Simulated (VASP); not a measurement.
Write the native input for VASP 6.6.1 that does the following.

| Quantity | Value |
| --- | --- |
| Task | single point |
| Functional | PBEsol |
| Potentials or basis | VASP PAW PBE potentials, release 64 (Cu, Al) |
| Cutoff | 520 eV |
| k mesh | 9 × 9 × 9 |
| Occupations | fermi-dirac, width 0.05 eV |
| Spin | no spin polarisation |
| Dipole correction | no |
| Further INCAR settings | ALGO = Fast; EDIFF = 1e-06; NBANDS = 16 |

The structure of Al2Cu lies in POSCAR:

```
Al2Cu
1.0
   -2.0252681165      2.0252681165      2.8628618240
    2.0252681165     -2.0252681165      2.8628618240
    2.0252681165      2.0252681165     -2.8628618240
Cu Al
1 2
Direct
    0.5000000000      0.5000000000      0.0000000000
    0.2500000000      0.7500000000      0.5000000000
    0.7500000000      0.2500000000      0.5000000000
```

One way to write it, as run:

INCAR

```
PREC = Accurate
ENCUT = 520
EDIFF = 1E-6
ISMEAR = -1
SIGMA = 0.05
LREAL = F
LASPH = T
NELM = 80
ALGO = Fast
ISIF = 2
LWAVE = F
LCHARG = F
GGA = PS
NBANDS = 16
```

KPOINTS

```
regular mesh
0
Gamma
  9 9 9
```

Potentials or basis: VASP PAW PBE potentials, release 64 (Cu, Al).

Command:

```console
$ cat potpaw_PBE.64/Cu/POTCAR potpaw_PBE.64/Al/POTCAR > POTCAR
$ mpirun -np 1 vasp_std > vasp.out
```

It gave:

```
Pressure : 0.4 GPa
```

Caveat: the PAW data sets were made with another functional, which shifts forces and pressure a little.

Run time: 32 s on 1 thread of Intel(R) Xeon(R) 6975P-C (Granite Rapids), on a shared host, peak memory 0.19 GiB.
